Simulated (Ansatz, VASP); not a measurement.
**Al3Rh2: VASP beside Ansatz**

INCAR

```
PREC = Accurate ; ENCUT = 600
EDIFF = 1E-7 ; ISMEAR = 0
SIGMA = 0.1 ; LREAL = F
LASPH = T ; NELM = 80
ALGO = Fast ; ISIF = 3
LWAVE = F ; LCHARG = F
GGA = PE ; IBRION = 2
NSW = 100 ; EDIFFG = -0.01
```

File KPOINTS:

```
regular mesh
0
Gamma
  12 12 6
```

File POSCAR:

```
Al3Rh2
1.0
    4.1745829673      0.0000000000      0.0000000000
   -2.0872914836      3.6152948998      0.0000000000
    0.0000000000      0.0000000000      7.8176374779
Al Rh
3 2
Direct
    0.0000000000      0.0000000000      0.1705999306
    0.0000000000      0.0000000000      0.8294000694
    0.0000000000      0.0000000000      0.5000000000
    0.3333333333      0.6666666667      0.0000000000
    0.6666666667      0.3333333333      0.0000000000
```

Input for Ansatz:

```yaml
crystal:
  lattice:
    - [4.1745829673, 0.0, 0.0]
    - [-2.0872914836, 3.6152948998, 0.0]
    - [0.0, 0.0, 7.8176374779]
  atoms:
    - { symbol: Al, position: [0.0, 0.0, 0.1705999306] }
    - { symbol: Al, position: [0.0, 0.0, 0.8294000694] }
    - { symbol: Al, position: [0.0, 0.0, 0.5] }
    - { symbol: Rh, position: [0.3333333333, 0.6666666667, 0.0] }
    - { symbol: Rh, position: [0.6666666667, 0.3333333333, 0.0] }
basis:
  ecutwfc: 420
kpoints:
  mp_grid: { grid: [12, 12, 6] }
hamiltonian:
  xc: pbe
scf:
  occupations: { method: gaussian, width: 0.1 }
output:
  forces: true
  stress: true
  eigenvalues: true
relax:
  adjacent_minimum: "off"
  f_tol: 0.01
  max_steps: 80
  cell: { stress_tol: 0.05 }
```

Alike in both runs: task relaxation of cell and atoms; functional PBE; k mesh 12 × 12 × 6; occupations gaussian, width 0.1 eV; no spin polarisation.

```csv
,VASP,Ansatz
version,VASP 6.6.1,Ansatz 0.2.0
potentials or method,"VASP PAW PBE potentials, release 64 (Al, Rh_pv), cutoff 600 eV","scalar-relativistic, plane waves, PAW"
valence electrons in the cell,39,43
```

|  | VASP | Ansatz | Ansatz less VASP |
| --- | --- | --- | --- |
| gap on the k mesh at the Fermi level, each at its own relaxed structure (eV) | none | none | - |
| relaxed volume (Å³/atom) | 23.61 | 23.64 | +0.031 |
| relaxed length of the cell vector where the two differ most in proportion (Å) | 7.819 | 7.822 | +0.0036 |

A gap of «none» marks a metal or a gap that the smearing closes. VASP's potentials hold 39 valence electrons a cell and Ansatz's 43, so a difference there can come from the potentials and not from the codes.
